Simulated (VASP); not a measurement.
## SrTe7: single point with PBE

The system is SrTe7.

```xyz
8
Lattice="-4.1157 4.1157 4.1157 4.1157 -4.1157 4.1157 4.1157 4.1157 -4.1157" Properties=species:S:1:pos:R:3 pbc="T T T"
Sr    0.0000    0.0000    0.0000
Te    4.1157    0.0000    0.0000
Te    0.0000    0.0000    4.1157
Te    0.0000    4.1157    0.0000
Te    2.0579    2.0579   -2.0579
Te    2.0579   -2.0579    2.0579
Te   -2.0579    2.0579    2.0579
Te    2.0579    2.0579    2.0579
```

The cell was generated, and may not be a known phase.

- Program: VASP 6.6.1
- Task: single point
- Functional: PBE
- Potentials or basis: VASP PAW PBE potentials, release 64 (Sr_sv, Te)
- Cutoff: 520 eV
- k mesh: 4 × 4 × 4
- Occupations: gaussian, width 0.1 eV
- Spin: no spin polarisation

- Pressure: -5.4 GPa
- Band gap on the k mesh: zero (bands 26 and 27 overlap by 1.10 eV)

Levels at points of the mesh, in eV from the Fermi level:
```tsv
k point	band 24	band 25	band 26	band 27	band 28	band 29
(0.00, 0.00, 0.00)	0.57	0.57	0.57	1.54	1.54	1.54
(0.50, 0.00, 0.00)	-0.98	-0.93	-0.61	0.79	0.82	0.89
(0.50, 0.50, 0.50)	-0.60	-0.60	-0.60	-0.53	-0.53	-0.53
```

Wall time 58 s on 1 thread of Intel(R) Xeon(R) 6975P-C (Granite Rapids), on a shared host, peak memory 0.4 GiB.

Caveat: the cell stands under tension; spin-orbit coupling is left out, which moves the levels of the heavy elements.
